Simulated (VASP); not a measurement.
A run of VASP 6.6.1:

INCAR

```
PREC = Accurate
ENCUT = 520
EDIFF = 1E-6
ISMEAR = 0
SIGMA = 0.1
LREAL = False
LASPH = True
NELM = 80
ALGO = Normal
ISIF = 2
LWAVE = False
LCHARG = False
GGA = PE
NBANDS = 44
```

KPOINTS

```
Automatic mesh
0
Gamma
  8 8 4
```

File POSCAR:

```
BaZnSbF
1.0
    4.3756361145      0.0000000000      0.0000000000
    0.0000000000      4.3756361145      0.0000000000
    0.0000000000      0.0000000000      9.0539994017
Ba Zn Sb F
2 2 2 2
Direct
    0.0000000000      0.5000000000      0.3302755428
    0.5000000000      0.0000000000      0.6697244572
    0.5000000000      0.5000000000      0.0000000000
    0.0000000000      0.0000000000      0.0000000000
    0.5000000000      0.0000000000      0.1432296288
    0.0000000000      0.5000000000      0.8567703712
    0.5000000000      0.5000000000      0.5000000000
    0.0000000000      0.0000000000      0.5000000000
```

Potentials or basis: VASP PAW PBE potentials, release 64 (Ba_sv, Zn, Sb, F).

The run is started by

```console
$ cat potpaw_PBE.64/Ba_sv/POTCAR potpaw_PBE.64/Zn/POTCAR potpaw_PBE.64/Sb/POTCAR potpaw_PBE.64/F/POTCAR > POTCAR
$ mpirun -np 1 vasp_std > vasp.out
```

Hardware: 1 thread of Intel(R) Xeon(R) Platinum 8259CL CPU @ 2.50GHz (Skylake/Cascade Lake), with other jobs on the host.

Q: How long does it take, and how much memory?

A: It took 5.8 min on 1 thread of Intel(R) Xeon(R) Platinum 8259CL CPU @ 2.50GHz (Skylake/Cascade Lake) (shared host), peak memory 0.51 GiB. Counts: scf iterations 14, k points 45.
